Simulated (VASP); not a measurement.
Here is a VASP 6.6.1 calculation.

The input INCAR:

```
ALGO     = Normal         # electronic algorithm
EDIFF    = 1E-6           # SCF threshold, eV
EDIFFG   = -0.005         # ionic threshold
ENCUT    = 600            # plane-wave cutoff, eV
GGA      = CA             # functional
IBRION   = 2              # ionic algorithm
ISIF     = 3              # what is computed and relaxed
ISMEAR   = 0              # smearing method
LASPH    = T              # aspherical terms in the spheres
LCHARG   = F              # write CHGCAR
LREAL    = F              # projectors in reciprocal space
LWAVE    = F              # write WAVECAR
NELM     = 100            # most SCF steps
NSW      = 70             # ionic steps
PREC     = Accurate       # precision mode
SIGMA    = 0.1            # smearing width, eV
```

File KPOINTS:

```
k-points
0
Gamma
  18 18 18
```

POSCAR

```
Ta
1.0
   -1.6593948215      1.6593948215      1.6593948215
    1.6593948215     -1.6593948215      1.6593948215
    1.6593948215      1.6593948215     -1.6593948215
Ta
1
Direct
    0.0000000000      0.0000000000      0.0000000000
```

Potentials or basis: VASP PAW LDA potentials, release 64 (Ta_pv).

The run is started by

```sh
$ cat potpaw_LDA.64/Ta_pv/POTCAR > POTCAR
$ mpirun -np 1 vasp_std > vasp.out
```

Estimate the relaxed cell.

a = 2.821 Å, b = 2.821 Å, c = 2.821 Å, α = 109.47°, β = 109.47°, γ = 109.47°.

Estimate the space group after relaxing (to 0.05 Å).

Im-3m (No. 229).

Estimate the relaxed volume.

17.28 Å³/atom.

Step by step:
| step | energy change (eV) | largest force (eV/Å) | pressure (GPa) | volume (Å³) |
| --- | --- | --- | --- | --- |
| 1 | 0.0000 | 0.0000 | -11.08 | 18.28 |
| 2 | 0.1900 | 0.0000 | 37.45 | 15.13 |
| 3 | -0.0363 | 0.0000 | -0.66 | 17.33 |
| 4 | -0.0364 | 0.0000 | -0.08 | 17.28 |
| 5 | -0.0364 | 0.0000 | 0.16 | 17.26 |
| 6 | -0.0364 | 0.0000 | -0.26 | 17.30 |
| 7 | -0.0364 | 0.0000 | -0.02 | 17.28 |

 Zero-point motion and thermal expansion aren't in these numbers.
